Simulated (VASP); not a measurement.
# ZnS (P3m1) in VASP: further runs, part 2 of 2

VASP 6.6.1. Earlier steps stand in the parts before.

### Step 3. Single point, r2SCAN (atom 3 (Zn) moved +0.113 Å along Cartesian [0 0 1])

The input, POSCAR:

```
ZnS
1.0
    3.8227020304      0.0000000000      0.0000000000
   -1.9113510152      3.3105570694      0.0000000000
    0.0000000000      0.0000000000     12.5200000000
Zn S
4 4
Direct
    0.0000000000      0.0000000000      0.0000000000
    0.0000000000      0.0000000000      0.5000000000
    0.3333333333      0.6666666667      0.2589856230
    0.6666666667      0.3333333333      0.7500000000
    0.0000000000      0.0000000000      0.1875000000
    0.0000000000      0.0000000000      0.6875000000
    0.3333333333      0.6666666667      0.4375000000
    0.6666666667      0.3333333333      0.9375000000
```

The input, INCAR.step1:

```
SYSTEM = ZnS
  ALGO = Normal
  EDIFF = 1E-4
  ENCUT = 520
  GGA = PE
  ISMEAR = 0
  LASPH = .True.
  LCHARG = .False.
  LREAL = .False.
  LWAVE = .True.
  NBANDS = 46
  NELM = 60
  PREC = Accurate
  SIGMA = 0.05
```

The input, INCAR.step2:

```
SYSTEM = ZnS
  ALGO = Normal
  EDIFF = 1E-6
  ENCUT = 520
  ISIF = 2
  ISMEAR = 0
  ISTART = 1
  LASPH = .True.
  LCHARG = .True.
  LELF = .True.
  LMIXTAU = .True.
  LREAL = .False.
  LVHAR = .True.
  LWAVE = .False.
  METAGGA = R2SCAN
  NBANDS = 46
  NELM = 60
  PREC = Accurate
  SIGMA = 0.05
```

The input, KPOINTS:

```
k-points
0
Gamma
  6 6 2
  0 0 0
```

Potentials or basis: VASP PAW PBE potentials, release 64 (Zn, S).

On the command line:

```sh
$ cat potpaw_PBE.64/Zn/POTCAR potpaw_PBE.64/S/POTCAR > POTCAR
$ cp INCAR.step1 INCAR
$ mpirun -np 1 vasp_std > vasp.out
$ cp INCAR.step2 INCAR
$ mpirun -np 1 vasp_std > vasp.out
```

OUTCAR:

```text
SYSTEM = ZnS
   EDIFF = 1E-6
   ENCUT = 520
   ISIF = 2
   ISMEAR = 0
   ISTART = 1
   LASPH = .True.
   LREAL = .False.
   METAGGA = R2SCAN
   NELM = 60
   PREC = Accurate

 ion  position               nearest neighbor table
   1  0.000  0.000  0.000-   8 2.34   8 2.34   8 2.34   5 2.35
   2  0.000  0.000  0.500-   7 2.34   7 2.34   7 2.34   6 2.35
   3  0.333  0.667  0.259-   7 2.24   5 2.38   5 2.38   5 2.38
   4  0.667  0.333  0.750-   6 2.34   6 2.34   6 2.34   8 2.35
   5  0.000  0.000  0.188-   1 2.35   3 2.38   3 2.38   3 2.38
   6  0.000  0.000  0.688-   4 2.34   4 2.34   4 2.34   2 2.35
   7  0.333  0.667  0.438-   3 2.24   2 2.34   2 2.34   2 2.34
   8  0.667  0.333  0.938-   1 2.34   1 2.34   1 2.34   4 2.35

  LATTYP: Found a hexagonal cell.
 ALAT       =     3.8227020304
 C/A-ratio  =     3.2751702593

  Lattice vectors:

 A1 = (   3.8227020304,   0.0000000000,   0.0000000000)
 A2 = (  -1.9113510152,   3.3105570694,   0.0000000000)
 A3 = (   0.0000000000,   0.0000000000,  12.5200000000)

Analysis of symmetry for initial positions (statically):
=====================================================================
 Subroutine PRICEL returns:
 Original cell was already a primitive cell.

 Routine SETGRP: Setting up the symmetry group for a
 hexagonal supercell.

 Subroutine GETGRP returns: Found  6 space group operations
 (whereof  6 operations were pure point group operations)
 out of a pool of 24 trial point group operations.

The static configuration has the point symmetry C_3v.

Analysis of symmetry for dynamics (positions and initial velocities):
=====================================================================
 Subroutine PRICEL returns:
 Original cell was already a primitive cell.

 Routine SETGRP: Setting up the symmetry group for a
 hexagonal supercell.

 Subroutine GETGRP returns: Found  6 space group operations
 (whereof  6 operations were pure point group operations)
 out of a pool of 24 trial point group operations.

The dynamic configuration has the point symmetry C_3v.

 Subroutine INISYM returns: Found  6 space group operations
 (whereof  6 operations are pure point group operations),
 and found     1 'primitive' translations

----------------------------------------------------------------------------------------

                                     Primitive cell

  volume of cell :     158.4440

  direct lattice vectors                    reciprocal lattice vectors
     3.822702030  0.000000000  0.000000000     0.261595069  0.151031983  0.000000000
    -1.911351015  3.310557069  0.000000000     0.000000000  0.302063967  0.000000000
     0.000000000  0.000000000 12.520000000     0.000000000  0.000000000  0.079872204

  length of vectors
     3.822702030  3.822702030 12.520000000     0.302063967  0.302063967  0.079872204

  position of ions in fractional coordinates (direct lattice)
     0.000000000  0.000000000  0.000000000
     0.000000000  0.000000000  0.500000000
     0.333333333  0.666666667  0.258985623
     0.666666667  0.333333333  0.750000000
     0.000000000  0.000000000  0.187500000
     0.000000000  0.000000000  0.687500000
     0.333333333  0.666666667  0.437500000
     0.666666667  0.333333333  0.937500000
[... 47 lines left out ...]
  0.000000  0.000000  0.500000      1.000000
  0.166667 -0.000000  0.500000      6.000000
  0.333333  0.000000  0.500000      6.000000
  0.500000  0.000000  0.500000      3.000000
  0.166667  0.166667  0.500000      6.000000
  0.333333  0.166667  0.500000     12.000000
  0.333333  0.333333  0.500000      2.000000
   k-points           NKPTS =     14   k-points in BZ     NKDIM =     14   number of bands    NBANDS=     46
   number of dos      NEDOS =    301   number of ions     NIONS =      8
   total plane-waves  NPLWV =  75264
   dimension x,y,z NGX =    28 NGY =   28 NGZ =   96
   dimension x,y,z NGXF=    56 NGYF=   56 NGZF=  192
   ions per type =               4   4
   NGX,Y,Z   is equivalent  to a cutoff of  12.18, 12.18, 12.75 a.u.
   NGXF,Y,Z  is equivalent  to a cutoff of  24.35, 24.35, 25.49 a.u.
 SYSTEM =  ZnS
   PREC   = accura    normal or accurate (medium, high low for compatibility)
   ISTART =      1    job   : 0-new  1-cont  2-samecut
   ICHARG =      0    charge: 1-file 2-atom 10-const
   ISPIN  =      1    spin polarized calculation?
   LNONCOLLINEAR =      F non collinear calculations
   LSORBIT =      F    spin-orbit coupling
   LASPH  =      T    aspherical Exc in radial PAW
   ENCUT  =  520.0 eV  38.22 Ry    6.18 a.u.   7.11  7.11 23.28*2*pi/ulx,y,z
   NELM   =     60;   NELMIN=  2; NELMDL=  0     # of ELM steps
   EDIFF  = 0.1E-05   stopping-criterion for ELM
   LREAL  =      F    real-space projection
   EDIFFG = 0.1E-04   stopping-criterion for IOM
   NSW    =      0    number of steps for IOM
   IBRION =     -1    ionic relax: 0-MD 1-quasi-New 2-CG
   NFREE  =      0    steps in history (QN), initial steepest desc. (CG)
   ISIF   =      2    stress and relaxation
   ISYM   =      2    0-nonsym 1-usesym 2-fastsym
   POTIM  = 0.5000    time-step for ionic-motion
   TEBEG  =    0.0;   TEEND  =   0.0 temperature during run
   PSTRESS=    0.0 pullay stress
   NELECT =      72.0000    total number of electrons
   NUPDOWN=      -1.0000    fix difference up-down
   EMIN   =  10.00;   EMAX   =-10.00  energy-range for DOS
   EFERMI =   0.00;   METHOD = LEGACY
   ISMEAR =     0;   SIGMA  =   0.05  broadening in eV -4-tet -1-fermi 0-gaus
   EFERMI_NEDOS =   21; number of points for ismear=-14 and -15
   IALGO  =     38    algorithm
   IMIX   =      4    mixing-type and parameters
     AMIX     =   0.40;   BMIX     =  1.00
     AMIX_MAG =   1.60;   BMIX_MAG =  1.00
  volume/ion in A,a.u.               =      19.81       133.65
  Fermi-wavevector in a.u.,A,eV,Ry     =   1.258617  2.378442 21.553229  1.584118
  Thomas-Fermi vector in A             =   2.392218
   LORBIT       =      0    0 simple, 1 ext, 2 COOP (PROOUT), +10 PAW based schemes
   METAGGA = R2SCAN    functional components
   LHFCALC =     F    Hartree Fock is set to
   AEXX    =    0.0000 exact exchange contribution
   IVDW    =     0    specifies the selected vdW correction
   LEPSILON=     F    determine dielectric tensor
   LRPA    =     F    only Hartree local field effects (RPA)
 non-spin polarized calculation
 Gauss-broadening in eV      SIGMA  =   0.05
  energy-cutoff  :      520.00
  volume of cell :      158.44
 maximum number of plane-waves:      4296
   NGX = 15   NGY = 15   NGZ = 47

 number of electron      71.9999985 magnetization

 Free energy of the ion-electron system (eV)
  ---------------------------------------------------
  ext. energy  EPLUGINS =         0.00000000
  ---------------------------------------------------
  free energy    TOTEN  =       -75.38690780 eV

  energy without entropy =      -75.38690780  energy(sigma->0) =      -75.38690780

 E-fermi :   2.1053     XC(G=0): -10.2599

 val. band max:        1.8808189070   @ k =   0.0000   0.0000   0.0000
 cond. band min:       4.4799651318   @ k =   0.0000   0.0000   0.0000
 fundamental gap:      2.5991462248
 Fermi energy:         2.1053122028

 k-point     1 :       0.0000    0.0000    0.0000
  band No.  band energies     occupation
      1     -11.9617      2.00000
      2     -11.5429      2.00000
      3     -11.3058      2.00000
      4     -10.8112      2.00000
      5      -4.8471      2.00000
      6      -4.8422      2.00000
[... 675 lines left out ...]
     45       9.6556      0.00000
     46       9.8734      0.00000

------------------------ aborting loop because EDIFF is reached ----------------------------------------

  FORCE on cell =-STRESS in cart. coord.  units (eV):
  Direction    XX          YY          ZZ          XY          YZ          ZX
  --------------------------------------------------------------------------------------
  -------------------------------------------------------------------------------------
  Total       -1.1235740     -1.1235740      0.0006492     -0.0000000      0.0000000      0.0000000
  in kB      -11.3615196    -11.3615196      0.0065643     -0.0000000      0.0000000      0.0000000
  external PRESSURE =      -7.5721583 kB  Pullay stress =       0.0000000 kB

 VOLUME and BASIS-vectors are now :
 -----------------------------------------------------------------------------
  energy-cutoff  :      520.00
  volume of cell :      158.44
      direct lattice vectors                 reciprocal lattice vectors
     3.822702030  0.000000000  0.000000000     0.261595069  0.151031983  0.000000000
    -1.911351015  3.310557069  0.000000000     0.000000000  0.302063967  0.000000000
     0.000000000  0.000000000 12.520000000     0.000000000  0.000000000  0.079872204

 POSITION                                       TOTAL-FORCE (eV/Angst)
 -----------------------------------------------------------------------------------
      0.00000      0.00000      0.00000        -0.000000      0.000000      0.111470
      0.00000      0.00000      6.26000         0.000000     -0.000000      0.113661
     -0.00000      2.20704      3.24250         0.000000     -0.000000     -1.114439
      1.91135      1.10352      9.39000         0.000000     -0.000000      0.097478
      0.00000      0.00000      2.34750        -0.000000      0.000000      0.291173
      0.00000      0.00000      8.60750        -0.000000      0.000000     -0.131244
     -0.00000      2.20704      5.47750        -0.000000      0.000000      0.694330
      1.91135      1.10352     11.73750        -0.000000      0.000000     -0.062430
 -----------------------------------------------------------------------------------
    total drift:                                0.000001     -0.000001     -0.065735

  FREE ENERGIE OF THE ION-ELECTRON SYSTEM (eV)
  ---------------------------------------------------
  free  energy   TOTEN  =       -75.3869077970 eV

  energy  without entropy=      -75.3869077970  energy(sigma->0) =      -75.38690780
```

Run time: 3.3 min. Hardware: 1 thread of Intel Xeon 6975P-C (Granite Rapids), shared host; peak memory 0.33 GiB.

Results:

- Free energy: -75.3869 eV
- Pressure: -0.8 GPa
- Largest force: 1.114 eV/Å
- Band gap on the k mesh: 2.60 eV

Forces on the atoms (eV/Å):
```
Zn   0.000  0.000  0.111
Zn   0.000  0.000  0.114
Zn   0.000  0.000 -1.114
Zn   0.000  0.000  0.097
S    0.000  0.000  0.291
S    0.000  0.000 -0.131
S    0.000  0.000  0.694
S    0.000  0.000 -0.062
```

Stress tensor (GPa, compression positive):
```
-1.14  0.00  0.00
 0.00 -1.14  0.00
 0.00  0.00  0.00
```

Caveat: the cell differs from its parent crystal (atom 3 (Zn) moved +0.113 Å along Cartesian [0 0 1]); the PAW data sets were made with another functional, which shifts forces and pressure a little.
